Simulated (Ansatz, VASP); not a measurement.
# Al2O3 in VASP and in Ansatz

Contents of INCAR:

```
  PREC = Accurate
  ENCUT = 520
  EDIFF = 1E-6
  ISMEAR = 0
  SIGMA = 0.05
  LREAL = F
  LASPH = T
  NELM = 100
  ALGO = Normal
  ISIF = 2
  LWAVE = F
  LCHARG = F
  GGA = PE
  IVDW = 12
  NBANDS = 20
```

KPOINTS

```
Automatic mesh
0
Gamma
  9 9 4
```

File POSCAR:

```
Al2O3
1.0
    2.8152956653      0.0000000000      0.0000000000
   -1.4076478327      2.4381175653      0.0000000000
    0.0000000000      0.0000000000      7.1641672095
Al O
2 3
Direct
    0.0000000000      0.0000000000      0.1907358529
    0.0000000000      0.0000000000      0.8092641471
    0.3333333333      0.6666666667      0.2977981479
    0.6666666667      0.3333333333      0.0000000000
    0.3333333333      0.6666666667      0.7022018521
```

Input for Ansatz:

```yaml
crystal:
  lattice:
    - [2.8152956653, 0.0, 0.0]
    - [-1.4076478327, 2.4381175653, 0.0]
    - [0.0, 0.0, 7.1641672095]
  atoms:
    - { symbol: Al, position: [0.0, 0.0, 0.1907358529] }
    - { symbol: Al, position: [0.0, 0.0, 0.8092641471] }
    - { symbol: O, position: [0.3333333333, 0.6666666667, 0.2977981479] }
    - { symbol: O, position: [0.6666666667, 0.3333333333, 0.0] }
    - { symbol: O, position: [0.3333333333, 0.6666666667, 0.7022018521] }
basis:
  ecutwfc: 520.0
kpoints:
  mp_grid: { grid: [9, 9, 4] }
hamiltonian:
  xc: pbe
  pseudopotentials: { kind: paw, azcp: { folder: soft_1 } }
  dispersion: d3bj
scf:
  occupations: { method: gaussian, width: 0.05 }
output:
  forces: true
  stress: true
  eigenvalues: true
```

Alike in both runs: task single point; functional PBE; dispersion D3(BJ); k mesh 9 × 9 × 4; occupations gaussian, width 0.05 eV; no spin polarisation.

```csv
,VASP,Ansatz
version,VASP 6.6.1,Ansatz 0.2.0
potentials or method,"VASP PAW PBE potentials, release 64 (Al, O), cutoff 520 eV","scalar-relativistic, plane waves, PAW"
valence electrons in the cell,24,24
```

VASP gave:

```
gap on the k mesh at the Fermi level (eV)                     : 4.48
least direct gap on the mesh (eV)                             : 4.57
pressure (GPa)                                                : 3.5
traceless stress, the component that is largest in VASP (GPa) : -4.77
rms of the force components (eV/Å)                            : 0.712
```

**Question.** Which values does Ansatz return?

**Answer.** gap on the k mesh at the Fermi level (eV): 4.52; least direct gap on the mesh (eV): 4.60; pressure (GPa): 3.4; traceless stress, the component that is largest in VASP (GPa): -4.43; rms of the force components (eV/Å): 0.697.

Atom by atom the forces differ by 0.015 eV/Å (rms over components).
